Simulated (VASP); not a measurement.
# Sb in VASP: notebook

The runs below take Sb through single point, with PBE.

Program: VASP 6.6.1. These are calculated values, not measurements. Logs are shortened: lines on timing, memory, paths and dates and some standing lists are left out, and cuts for length are marked.

### Step 1. The cell of the first run

The cell holds a slab with vacuum, 5 atoms: a = 3.388 Å, b = 3.388 Å, c = 25.583 Å, α = 90.00°, β = 90.00°, γ = 90.00°.

### Step 2. Single point, PBE

INCAR reads:

```
  ALGO = Normal
  DIPOL = 0.5 0.5 0.500
  EDIFF = 1E-6
  ENCUT = 520
  GGA = PE
  IDIPOL = 3
  ISIF = 2
  ISMEAR = -1
  LASPH = True
  LCHARG = False
  LDIPOL = True
  LREAL = False
  LWAVE = False
  NBANDS = 20
  NELM = 60
  PREC = Accurate
  SIGMA = 0.05
```

KPOINTS reads:

```
k-points
0
Gamma
  10 10 1
```

POSCAR reads:

```
Sb
1.0
    3.3880510169      0.0000000000      0.0000000000
    0.0000000000      3.3880510169      0.0000000000
    0.0000000000      0.0000000000     25.5829000000
Sb
5
Direct
    0.0000000000      0.0000000000      0.3127097517
    0.5000000000      0.5000000000      0.4063548756
    0.0000000000      0.0000000000      0.5000000000
    0.5000000000      0.5000000000      0.5936451244
    0.0000000000      0.0000000000      0.6872902483
```

Potentials or basis: VASP PAW PBE potentials, release 64 (Sb).

Run with:

```
$ cat potpaw_PBE.64/Sb/POTCAR > POTCAR
$ mpirun -np 1 vasp_std > vasp.out
```

OUTCAR:

```text
EDIFF = 1E-6
   ENCUT = 520
   GGA = PE
   ISIF = 2
   ISMEAR = -1
   LASPH = True
   LREAL = False
   NELM = 60
   PREC = Accurate

 ion  position               nearest neighbor table
   1  0.000  0.000  0.313-   2 3.39   2 3.39   2 3.39   2 3.39
   2  0.500  0.500  0.406-   1 3.39   1 3.39   1 3.39   1 3.39   3 3.39   3 3.39   3 3.39   3 3.39

   3  0.000  0.000  0.500-   2 3.39   4 3.39   2 3.39   4 3.39   2 3.39   4 3.39   2 3.39   4 3.39

   4  0.500  0.500  0.594-   5 3.39   5 3.39   5 3.39   5 3.39   3 3.39   3 3.39   3 3.39   3 3.39

   5  0.000  0.000  0.687-   4 3.39   4 3.39   4 3.39   4 3.39

  LATTYP: Found a simple tetragonal cell.
 ALAT       =     3.3880510169
 C/A-ratio  =     7.5509193552

  Lattice vectors:

 A1 = (   3.3880510169,   0.0000000000,   0.0000000000)
 A2 = (   0.0000000000,   3.3880510169,   0.0000000000)
 A3 = (   0.0000000000,   0.0000000000,  25.5829000000)

Analysis of symmetry for initial positions (statically):
=====================================================================
 Subroutine PRICEL returns:
 Original cell was already a primitive cell.

 Routine SETGRP: Setting up the symmetry group for a
 simple tetragonal supercell.

 Subroutine GETGRP returns: Found 16 space group operations
 (whereof 16 operations were pure point group operations)
 out of a pool of 16 trial point group operations.

The static configuration has the point symmetry D_4h.

Analysis of symmetry for dynamics (positions and initial velocities):
=====================================================================
 Subroutine PRICEL returns:
 Original cell was already a primitive cell.

 Routine SETGRP: Setting up the symmetry group for a
 simple tetragonal supercell.

 Subroutine GETGRP returns: Found 16 space group operations
 (whereof 16 operations were pure point group operations)
 out of a pool of 16 trial point group operations.

The dynamic configuration has the point symmetry D_4h.

 Subroutine INISYM returns: Found 16 space group operations
 (whereof 16 operations are pure point group operations),
 and found     1 'primitive' translations

----------------------------------------------------------------------------------------

                                     Primitive cell

  volume of cell :     293.6633

  direct lattice vectors                    reciprocal lattice vectors
     3.388051017  0.000000000  0.000000000     0.295154942  0.000000000  0.000000000
     0.000000000  3.388051017  0.000000000     0.000000000  0.295154942  0.000000000
     0.000000000  0.000000000 25.582900000     0.000000000  0.000000000  0.039088610

  length of vectors
     3.388051017  3.388051017 25.582900000     0.295154942  0.295154942  0.039088610

  position of ions in fractional coordinates (direct lattice)
     0.000000000  0.000000000  0.312709752
     0.500000000  0.500000000  0.406354876
     0.000000000  0.000000000  0.500000000
     0.500000000  0.500000000  0.593645124
     0.000000000  0.000000000  0.687290248

  ion indices of the primitive-cell ions
   primitive index   ion index
                 1           1
                 2           2
                 3           3
                 4           4
                 5           5

----------------------------------------------------------------------------------------

 KPOINTS: k-points

Automatic generation of k-mesh.
 Grid dimensions read from file:
 generate k-points for:   10   10    1

 Generating k-lattice:

  Cartesian coordinates                     Fractional coordinates (reciprocal lattice)
     0.029515494  0.000000000  0.000000000     0.100000000  0.000000000  0.000000000
     0.000000000  0.029515494  0.000000000     0.000000000  0.100000000  0.000000000
     0.000000000  0.000000000  0.039088610     0.000000000  0.000000000  1.000000000

  Length of vectors
     0.029515494  0.029515494  0.039088610

  Shift w.r.t. Gamma in fractional coordinates (k-lattice)
     0.000000000  0.000000000  0.000000000

 Subroutine IBZKPT returns following result:
 ===========================================

 Found     21 irreducible k-points:

 Following reciprocal coordinates:
            Coordinates               Weight
  0.000000  0.000000  0.000000      1.000000
  0.100000  0.000000  0.000000      4.000000
  0.200000  0.000000  0.000000      4.000000
  0.300000  0.000000  0.000000      4.000000
  0.400000  0.000000  0.000000      4.000000
  0.500000  0.000000  0.000000      2.000000
[... 13 lines left out ...]
  0.500000  0.400000  0.000000      4.000000
  0.500000  0.500000  0.000000      1.000000
   k-points           NKPTS =     21   k-points in BZ     NKDIM =     21   number of bands    NBANDS=     20
   number of dos      NEDOS =    301   number of ions     NIONS =      5
   total plane-waves  NPLWV = 150528
   dimension x,y,z NGX =    28 NGY =   28 NGZ =  192
   dimension x,y,z NGXF=    56 NGYF=   56 NGZF=  384
   ions per type =               5
   NGX,Y,Z   is equivalent  to a cutoff of  13.74, 13.74, 12.48 a.u.
   NGXF,Y,Z  is equivalent  to a cutoff of  27.48, 27.48, 24.95 a.u.
 SYSTEM =  unknown system
   PREC   = accura    normal or accurate (medium, high low for compatibility)
   ISTART =      0    job   : 0-new  1-cont  2-samecut
   ICHARG =      2    charge: 1-file 2-atom 10-const
   ISPIN  =      1    spin polarized calculation?
   LNONCOLLINEAR =      F non collinear calculations
   LSORBIT =      F    spin-orbit coupling
   LASPH  =      T    aspherical Exc in radial PAW
   ENCUT  =  520.0 eV  38.22 Ry    6.18 a.u.   6.30  6.30 47.57*2*pi/ulx,y,z
   NELM   =     60;   NELMIN=  2; NELMDL= -5     # of ELM steps
   EDIFF  = 0.1E-05   stopping-criterion for ELM
   LREAL  =      F    real-space projection
   EDIFFG = 0.1E-04   stopping-criterion for IOM
   NSW    =      0    number of steps for IOM
   IBRION =     -1    ionic relax: 0-MD 1-quasi-New 2-CG
   NFREE  =      0    steps in history (QN), initial steepest desc. (CG)
   ISIF   =      2    stress and relaxation
   ISYM   =      2    0-nonsym 1-usesym 2-fastsym
   POTIM  = 0.5000    time-step for ionic-motion
   TEBEG  =    0.0;   TEEND  =   0.0 temperature during run
   PSTRESS=    0.0 pullay stress
   NELECT =      25.0000    total number of electrons
   NUPDOWN=      -1.0000    fix difference up-down
   EMIN   =  10.00;   EMAX   =-10.00  energy-range for DOS
   EFERMI =   0.00;   METHOD = LEGACY
   ISMEAR =    -1;   SIGMA  =   0.05  broadening in eV -4-tet -1-fermi 0-gaus
   EFERMI_NEDOS =   21; number of points for ismear=-14 and -15
   IALGO  =     38    algorithm
   IMIX   =      4    mixing-type and parameters
     AMIX     =   0.40;   BMIX     =  1.00
     AMIX_MAG =   1.60;   BMIX_MAG =  1.00
  volume/ion in A,a.u.               =      58.73       396.35
  Fermi-wavevector in a.u.,A,eV,Ry     =   0.720175  1.360934  7.056697  0.518653
  Thomas-Fermi vector in A             =   1.809560
   LORBIT       =      0    0 simple, 1 ext, 2 COOP (PROOUT), +10 PAW based schemes
   GGA     = PE    functional components
   LHFCALC =     F    Hartree Fock is set to
   AEXX    =    0.0000 exact exchange contribution
   IVDW    =     0    specifies the selected vdW correction
   LEPSILON=     F    determine dielectric tensor
   LRPA    =     F    only Hartree local field effects (RPA)
 non-spin polarized calculation
  energy-cutoff  :      520.00
  volume of cell :      293.66
 maximum number of plane-waves:      7942
 NGX is ok and might be reduce to    28
   NGX = 13   NGY = 13   NGZ = 95

 number of electron      24.9999998 magnetization

 dipolmoment           0.000000      0.000000     -0.000000 electrons x Angstroem

 Free energy of the ion-electron system (eV)
  ---------------------------------------------------
  ext. energy  EPLUGINS =         0.00000000
  ---------------------------------------------------
  free energy    TOTEN  =       -18.64116678 eV

  energy without entropy =      -18.59861955  energy(sigma->0) =      -18.61989316

 E-fermi :   1.5838     XC(G=0):  -5.3908

 val. band max:        1.5765668953   @ k =   0.5000   0.1000   0.0000
 cond. band min:       1.6199963223   @ k =   0.3000   0.1000   0.0000
 fundamental gap:      0.0434294270
 Fermi energy:         1.5837865126

 k-point     1 :       0.0000    0.0000    0.0000
  band No.  band energies     occupation
      1     -10.9708      2.00000
      2     -10.2925      2.00000
      3      -9.2015      2.00000
      4      -7.9298      2.00000
      5      -6.6115      2.00000
      6      -2.4951      2.00000
[... 12 lines left out ...]
     19       5.5005      0.00000
     20       6.0159      0.00000

 k-point     2 :       0.1000    0.0000    0.0000
  band No.  band energies     occupation
      1     -10.8424      2.00000
      2     -10.1672      2.00000
      3      -9.0830      2.00000
      4      -7.8280      2.00000
      5      -6.5469      2.00000
      6      -2.3795      2.00000
[... 12 lines left out ...]
     19       5.4962      0.00000
     20       5.7611      0.00000

 k-point     3 :       0.2000    0.0000    0.0000
  band No.  band energies     occupation
      1     -10.4596      2.00000
      2      -9.7955      2.00000
      3      -8.7361      2.00000
      4      -7.5445      2.00000
      5      -6.4085      2.00000
      6      -2.1016      2.00000
[... 12 lines left out ...]
     19       5.4811      0.00000
     20       6.0507      0.00000

 k-point     4 :       0.3000    0.0000    0.0000
  band No.  band energies     occupation
      1      -9.8315      2.00000
      2      -9.1944      2.00000
      3      -8.1985      2.00000
      4      -7.1793      2.00000
      5      -6.4280      2.00000
      6      -2.5389      2.00000
[... 360 lines left out ...]
 k-point    20 :       0.5000    0.4000    0.0000
  band No.  band energies     occupation
      1      -6.3622      2.00000
      2      -6.2301      2.00000
      3      -6.1958      2.00000
      4      -5.7850      2.00000
      5      -5.7369      2.00000
      6      -2.5088      2.00000
[... 12 lines left out ...]
     19       2.0505      0.00018
     20       2.4007      0.00000

 k-point    21 :       0.5000    0.5000    0.0000
  band No.  band energies     occupation
      1      -5.9986      2.00000
      2      -5.8892      2.00000
      3      -5.8639      2.00000
      4      -5.4771      2.00000
      5      -5.4552      2.00000
      6      -2.9953      2.00000
[... 12 lines left out ...]
     19       1.7267      0.10849
     20       2.2793      0.00000

------------------------ aborting loop because EDIFF is reached ----------------------------------------

 vacuum level on the upper side and lower side of the slab       (xc-potential included)        -0.113        -0.113

  FORCE on cell =-STRESS in cart. coord.  units (eV):
  Direction    XX          YY          ZZ          XY          YZ          ZX
  --------------------------------------------------------------------------------------
  -------------------------------------------------------------------------------------
  Total       -2.4405082     -2.4405082     -1.6214025      0.0000000      0.0000000     -0.0000000
  in kB      -13.3150011    -13.3150011     -8.8460983      0.0000000      0.0000000     -0.0000000
  external PRESSURE =     -11.8253668 kB  Pullay stress =       0.0000000 kB

 VOLUME and BASIS-vectors are now :
 -----------------------------------------------------------------------------
  energy-cutoff  :      520.00
  volume of cell :      293.66
      direct lattice vectors                 reciprocal lattice vectors
     3.388051017  0.000000000  0.000000000     0.295154942  0.000000000  0.000000000
     0.000000000  3.388051017  0.000000000     0.000000000  0.295154942  0.000000000
     0.000000000  0.000000000 25.582900000     0.000000000  0.000000000  0.039088610

 POSITION                                       TOTAL-FORCE (eV/Angst)
 -----------------------------------------------------------------------------------
      0.00000      0.00000      8.00002         0.000000     -0.000000      0.354113
      1.69403      1.69403     10.39574         0.000000      0.000000     -0.372276
      0.00000      0.00000     12.79145         0.000000     -0.000000     -0.000000
      1.69403      1.69403     15.18716        -0.000000      0.000000      0.372276
      0.00000      0.00000     17.58288         0.000000     -0.000000     -0.354113
 -----------------------------------------------------------------------------------
    total drift:                                0.000000     -0.000000     -0.000000

  FREE ENERGIE OF THE ION-ELECTRON SYSTEM (eV)
  ---------------------------------------------------
  free  energy   TOTEN  =       -18.6411667805 eV

  energy  without entropy=      -18.5986195456  energy(sigma->0) =      -18.61989316

 vacuum level on the upper side and lower side of the slab         5.766         5.766
```

Wall time 2.8 min (1 thread of Intel Xeon 6975P-C (Granite Rapids), shared host); peak memory 0.41 GiB.

What came out:

```
Free energy   : -18.6412 eV
Largest force : 0.372 eV/Å
```

Forces in eV/Å, atoms in the order of the input:
```
Sb   0.000  0.000  0.354
Sb   0.000  0.000 -0.372
Sb   0.000  0.000  0.000
Sb   0.000  0.000  0.372
Sb   0.000  0.000 -0.354
```

Levels at points of the mesh, in eV from the Fermi level:
| k point | band 9 | band 10 | band 11 | band 12 | band 13 | band 14 | band 15 | band 16 |
| --- | --- | --- | --- | --- | --- | --- | --- | --- |
| (0.00, 0.00, 0.00) | 0.60 | 0.60 | 1.31 | 1.31 | 1.87 | 2.42 | 2.42 | 3.51 |
| (0.50, 0.00, 0.00) | -3.64 | -2.78 | -0.99 | -0.06 | 0.69 | 2.04 | 2.54 | 3.29 |
| (0.50, 0.50, 0.00) | -3.85 | -2.71 | -2.71 | -1.41 | -1.41 | -1.12 | -1.01 | -0.26 |

Caveat: spin-orbit coupling is left out, which moves the levels of the heavy elements.

[end of part 1 of 2]
